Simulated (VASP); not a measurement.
# ZrC in VASP: notebook, part 2 of 2

VASP 6.6.1. The steps go on from the part before.

**4. Single point, PBE (strain +0.015 along x and y, +0.015 along z)**

The input, INCAR:

```
PREC = Accurate
ENCUT = 520
EDIFF = 1E-6
ISMEAR = 0
SIGMA = 0.15
LREAL = False
LASPH = True
NELM = 80
ALGO = Normal
ISIF = 2
LWAVE = False
LCHARG = False
GGA = PE
NBANDS = 15
```

The input, KPOINTS:

```
Automatic mesh
0
Gamma
  18 18 18
```

The input, POSCAR:

```
ZrC
1.0
    0.0000000000      2.3854631500      2.3854631500
    2.3854631500      0.0000000000      2.3854631500
    2.3854631500      2.3854631500      0.0000000000
Zr C
1 1
Direct
    0.5000000000      0.5000000000      0.5000000000
    0.0000000000      0.0000000000      0.0000000000
```

Potentials or basis: VASP PAW PBE potentials, release 64 (Zr_sv, C).

Command:

```sh
$ cat potpaw_PBE.64/Zr_sv/POTCAR potpaw_PBE.64/C/POTCAR > POTCAR
$ mpirun -np 1 vasp_std > vasp.out
```

OUTCAR:

```text
PREC = Accurate
   ENCUT = 520
   EDIFF = 1E-6
   ISMEAR = 0
   LREAL = False
   LASPH = True
   NELM = 80
   ISIF = 2
   GGA = PE

 ion  position               nearest neighbor table
   1  0.500  0.500  0.500-   2 2.39   2 2.39   2 2.39   2 2.39   2 2.39   2 2.39
   2  0.000  0.000  0.000-   1 2.39   1 2.39   1 2.39   1 2.39   1 2.39   1 2.39

  LATTYP: Found a face centered cubic cell.
 ALAT       =     4.7709263000

  Lattice vectors:

 A1 = (   0.0000000000,   2.3854631500,   2.3854631500)
 A2 = (   2.3854631500,   0.0000000000,   2.3854631500)
 A3 = (   2.3854631500,   2.3854631500,   0.0000000000)

Analysis of symmetry for initial positions (statically):
=====================================================================
 Subroutine PRICEL returns:
 Original cell was already a primitive cell.

 Routine SETGRP: Setting up the symmetry group for a
 face centered cubic supercell.

 Subroutine GETGRP returns: Found 48 space group operations
 (whereof 48 operations were pure point group operations)
 out of a pool of 48 trial point group operations.

The static configuration has the point symmetry O_h .

Analysis of symmetry for dynamics (positions and initial velocities):
=====================================================================
 Subroutine PRICEL returns:
 Original cell was already a primitive cell.

 Routine SETGRP: Setting up the symmetry group for a
 face centered cubic supercell.

 Subroutine GETGRP returns: Found 48 space group operations
 (whereof 48 operations were pure point group operations)
 out of a pool of 48 trial point group operations.

The dynamic configuration has the point symmetry O_h .

 Subroutine INISYM returns: Found 48 space group operations
 (whereof 48 operations are pure point group operations),
 and found     1 'primitive' translations

----------------------------------------------------------------------------------------

                                     Primitive cell

  volume of cell :      27.1486

  direct lattice vectors                    reciprocal lattice vectors
[... 118 lines left out ...]
 non-spin polarized calculation
 Gauss-broadening in eV      SIGMA  =   0.15
  energy-cutoff  :      520.00
  volume of cell :       27.15
 maximum number of plane-waves:       751
 NGX is ok and might be reduce to    28
   NGX = 13   NGY = 13   NGZ = 13

 number of electron      16.0000000 magnetization

 Free energy of the ion-electron system (eV)
  ---------------------------------------------------
  ext. energy  EPLUGINS =         0.00000000
  ---------------------------------------------------
  free energy    TOTEN  =       -19.43829186 eV

  energy without entropy =      -19.43466838  energy(sigma->0) =      -19.43648012

 E-fermi :   9.1163     XC(G=0): -11.9142

 val. band max:        9.1125908091   @ k =  -0.0556   0.0556   0.0000
 cond. band min:       9.1240739748   @ k =   0.4444   0.3889   0.0000
 fundamental gap:      0.0114831657
 Fermi energy:         9.1162811766

 k-point     1 :       0.0000    0.0000    0.0000
  band No.  band energies     occupation
      1     -39.1743      2.00000
      2     -16.9107      2.00000
      3     -16.9107      2.00000
      4     -16.9107      2.00000
      5      -2.0389      2.00000
      6      10.0306      0.00000
      7      10.0306      0.00000
      8      10.0306      0.00000
      9      10.1820      0.00000
     10      10.1820      0.00000
     11      10.1820      0.00000
     12      11.7892      0.00000
     13      11.7892      0.00000
     14      15.9139      0.00000
[... 401 lines left out ...]
      2     -17.2650      2.00000
      3     -16.9686      2.00000
      4     -16.9340      2.00000
      5      -0.9064      2.00000
      6       6.5084      2.00000
      7       7.3683      2.00000
      8       7.6605      2.00000
      9      11.2359      0.00000
     10      11.5581      0.00000
     11      12.1282      0.00000
     12      14.7623      0.00000
     13      15.9709      0.00000
     14      17.7966      0.00000
     15      21.8596      0.00000

 [... further k-points ...]

------------------------ aborting loop because EDIFF is reached ----------------------------------------

  FORCE on cell =-STRESS in cart. coord.  units (eV):
  Direction    XX          YY          ZZ          XY          YZ          ZX
  --------------------------------------------------------------------------------------
  -------------------------------------------------------------------------------------
  Total       -1.3306899     -1.3306899     -1.3306899     -0.0000000     -0.0000000      0.0000000
  in kB      -78.5306729    -78.5306729    -78.5306729     -0.0000000     -0.0000000      0.0000000
  external PRESSURE =     -78.5306729 kB  Pullay stress =       0.0000000 kB

 VOLUME and BASIS-vectors are now :
 -----------------------------------------------------------------------------
  energy-cutoff  :      520.00
  volume of cell :       27.15
      direct lattice vectors                 reciprocal lattice vectors
     0.000000000  2.385463150  2.385463150    -0.209602902  0.209602902  0.209602902
     2.385463150  0.000000000  2.385463150     0.209602902 -0.209602902  0.209602902
     2.385463150  2.385463150  0.000000000     0.209602902  0.209602902 -0.209602902

 POSITION                                       TOTAL-FORCE (eV/Angst)
 -----------------------------------------------------------------------------------
      2.38546      2.38546      2.38546         0.000000      0.000000      0.000000
      0.00000      0.00000      0.00000        -0.000000     -0.000000     -0.000000
 -----------------------------------------------------------------------------------
    total drift:                                0.000000      0.000000      0.000000

  FREE ENERGIE OF THE ION-ELECTRON SYSTEM (eV)
  ---------------------------------------------------
  free  energy   TOTEN  =       -19.4382918646 eV

  energy  without entropy=      -19.4346683771  energy(sigma->0) =      -19.43648012
```

It took 95 s on 1 thread of Intel Xeon Platinum 8259CL at 2.50GHz (Skylake/Cascade Lake), shared host; peak memory 0.21 GiB.

Results:

```yaml
Free_energy: -19.4383 eV
Pressure: -7.9 GPa
Band_gap_on_the_k_mesh: zero (bands 8 and 9 overlap by 1.28 eV)
```

Caveat: the cell differs from its parent crystal (strain +0.015 along x and y, +0.015 along z); the cell stands under tension.

**5. Single point, PBE (strain +0.030 along x and y, +0.030 along z)**

The input, INCAR:

```
SYSTEM = ZrC
PREC = Accurate
ENCUT = 520
EDIFF = 1E-6
ISMEAR = 0
SIGMA = 0.15
LREAL = .False.
LASPH = .True.
NELM = 60
ALGO = Normal
ISIF = 2
LWAVE = .False.
LCHARG = .False.
GGA = PE
NBANDS = 15
```

The input, KPOINTS:

```
Automatic mesh
0
Gamma
  18 18 18
  0 0 0
```

The input, POSCAR:

```
ZrC
1.0
    0.0000000000      2.4207163000      2.4207163000
    2.4207163000      0.0000000000      2.4207163000
    2.4207163000      2.4207163000      0.0000000000
Zr C
1 1
Direct
    0.5000000000      0.5000000000      0.5000000000
    0.0000000000      0.0000000000      0.0000000000
```

Command:

```sh
$ cat potpaw_PBE.64/Zr_sv/POTCAR potpaw_PBE.64/C/POTCAR > POTCAR
$ mpirun -np 1 vasp_std > vasp.out
```

It took 86 s on 1 thread of Intel Xeon Platinum 8259CL at 2.50GHz (Skylake/Cascade Lake), shared host; peak memory 0.22 GiB.

Results (log left out):

* Free energy: -19.3490 eV
* Pressure: -15.4 GPa
* Band gap on the k mesh: zero (bands 8 and 9 overlap by 1.26 eV)

Levels at points of the mesh, in eV from the Fermi level:
```
           k point  band 6  band 7  band 8  band 9  band 10  band 11
(0.00, 0.00, 0.00)    0.90    0.90    0.90    1.04     1.04     1.04
(0.50, 0.00, 0.00)   -4.96   -2.66   -2.66    4.03     4.03     4.78
(0.50, 0.50, 0.00)   -2.17   -1.51   -0.03   -0.03     3.98     5.03
```

Caveat: the cell differs from its parent crystal (strain +0.030 along x and y, +0.030 along z); the cell stands under tension.

**6. Single point, PBE (strain -0.030 along x and y, -0.015 along z)**

The input, INCAR:

```
SYSTEM = ZrC
PREC = Accurate ; ENCUT = 520
EDIFF = 1E-6 ; ISMEAR = 0
SIGMA = 0.15 ; LREAL = .False.
LASPH = .True. ; NELM = 100
ALGO = Normal ; ISIF = 2
LWAVE = .False. ; LCHARG = .True.
GGA = PE ; LELF = .True.
LVHAR = .True. ; NBANDS = 15
```

The input, KPOINTS:

```
regular mesh
0
Gamma
  18 18 18
  0 0 0
```

The input, POSCAR:

```
ZrC
1.0
    0.0000000000      2.2797037000      2.3149568500
    2.2797037000      0.0000000000      2.3149568500
    2.2797037000      2.2797037000      0.0000000000
Zr C
1 1
Direct
    0.5000000000      0.5000000000      0.5000000000
    0.0000000000      0.0000000000      0.0000000000
```

Potentials or basis: VASP PAW PBE potentials, release 64 (Zr_sv, C).

Command:

```sh
$ cat potpaw_PBE.64/Zr_sv/POTCAR potpaw_PBE.64/C/POTCAR > POTCAR
$ mpirun -np 1 vasp_std > vasp.out
```

It took 1.7 min on 1 thread of Intel Xeon Platinum 8259CL at 2.50GHz (Skylake/Cascade Lake), shared host; peak memory 0.28 GiB.

The run converged. Its results:

* Free energy: -19.3262 eV
* Pressure: 21.7 GPa
* Band gap on the k mesh: zero (bands 8 and 9 overlap by 1.38 eV)

Stress tensor (GPa, compression positive):
```
24.23  0.00  0.00
 0.00 24.23  0.00
 0.00  0.00 16.68
```

Levels at points of the mesh, in eV from the Fermi level:
```csv
k point,band 5,band 6,band 7,band 8,band 9,band 10,band 11,band 12
"(0.00, 0.00, 0.00)",-11.58,0.87,0.97,0.97,0.99,1.15,1.15,2.91
"(0.50, 0.00, 0.00)",-8.11,-5.62,-3.23,-3.20,4.85,4.96,5.81,6.85
"(0.50, 0.50, 0.00)",-10.50,-2.05,-2.01,0.19,0.19,4.84,6.21,6.21
"(0.50, 0.00, 0.50)",-10.50,-2.04,-1.86,0.05,0.15,4.85,6.12,6.31
```

Caveat: the cell differs from its parent crystal (strain -0.030 along x and y, -0.015 along z); the cell stands under pressure.

**7. The runs side by side**

| cell | gap on the mesh (eV) | pressure (GPa) |
| --- | --- | --- |
| a = 3.224 Å, angles 60.0°, 2 atoms | none | 26.4 |
| a = 3.274 Å, angles 60.0°, 2 atoms | none | 12.8 |
| a = 3.374 Å, angles 60.0°, 2 atoms | none | -7.9 |
| a = 3.423 Å, angles 60.0°, 2 atoms | none | -15.4 |
| a = 3.249, b = 3.249, c = 3.224 Å, angles 60.3, 60.3, 59.5°, 2 atoms | none | 21.7 |

Alike in all rows: task single point; level PBE; potentials or basis VASP PAW PBE potentials, release 64 (Zr_sv, C); no spin polarisation; k mesh 18 × 18 × 18; cutoff (eV) 520; smearing gaussian 0.15 eV.

Caveats: the cell stands under pressure (at least some runs); the cell stands under tension (at least some runs).

Absolute energies hang on the potentials; compare differences alone.
